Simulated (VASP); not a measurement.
Wanted: the native input for a VASP 6.6.1 run.

```yaml
Task: single point
Functional: PBE
Potentials_or_basis: VASP PAW PBE potentials, release 64 (C, W_sv)
Cutoff: 520 eV
k_mesh: 4 × 4 × 2
Occupations: gaussian, width 0.1 eV
Spin: no spin polarisation
Dipole_correction: no
Further_INCAR_settings: ALGO = Normal; EDIFF = 1e-06; NBANDS = 38
```

The structure of W3C4 (a cell with a defect) (Qusongite) lies in POSCAR:

```
W3C4
1.0
    5.8130000000      0.0000000000      0.0000000000
   -1.4532500000      2.5171030000      0.0000000000
    0.0000000000      0.0000000000      5.6732000000
C W
4 3
Direct
    0.3333333002      0.3333332009      0.2500000000
    0.3333333002      0.3333332009      0.7500000000
    0.8333333002      0.3333332009      0.2500000000
    0.8333333002      0.3333332009      0.7500000000
   -0.0053787622     -0.0053788025      0.0000000000
    0.5000000000      0.0000000000      0.0000000000
    0.5000000000      0.0000000000      0.5000000000
```

These files were run (other wordings do the same):

INCAR

```
PREC     = Accurate       # precision mode
ENCUT    = 520            # plane-wave cutoff, eV
EDIFF    = 1E-6           # SCF threshold, eV
ISMEAR   = 0              # smearing method
SIGMA    = 0.1            # smearing width, eV
LREAL    = False          # projectors in reciprocal space
LASPH    = True           # aspherical terms in the spheres
NELM     = 120            # most SCF steps
ALGO     = Normal         # electronic algorithm
ISIF     = 2              # what is computed and relaxed
LWAVE    = False          # write WAVECAR
LCHARG   = False          # write CHGCAR
GGA      = PE             # functional
NBANDS   = 38             # bands
GGA_COMPAT= False
```

KPOINTS

```
regular mesh
0
Gamma
  4 4 2
```

Potentials or basis: VASP PAW PBE potentials, release 64 (C, W_sv).

Launch:

```console
$ cat potpaw_PBE.64/C/POTCAR potpaw_PBE.64/W_sv/POTCAR > POTCAR
$ mpirun -np 1 vasp_std > vasp.out
```

It gave:

* Pressure: -8.6 GPa
* Largest force: 1.914 eV/Å
* Band gap on the k mesh: zero (band 29 reaches 8.82 eV, above the bottom of band 30 at 7.78 eV)

Caveat: the k points lie up to 0.62 Å⁻¹ apart; spin-orbit coupling is left out, which moves the levels of the heavy elements.

Run time: 29 s on 1 thread of Intel(R) Xeon(R) 6975P-C (Granite Rapids), with other jobs on the host, peak memory 0.23 GiB.
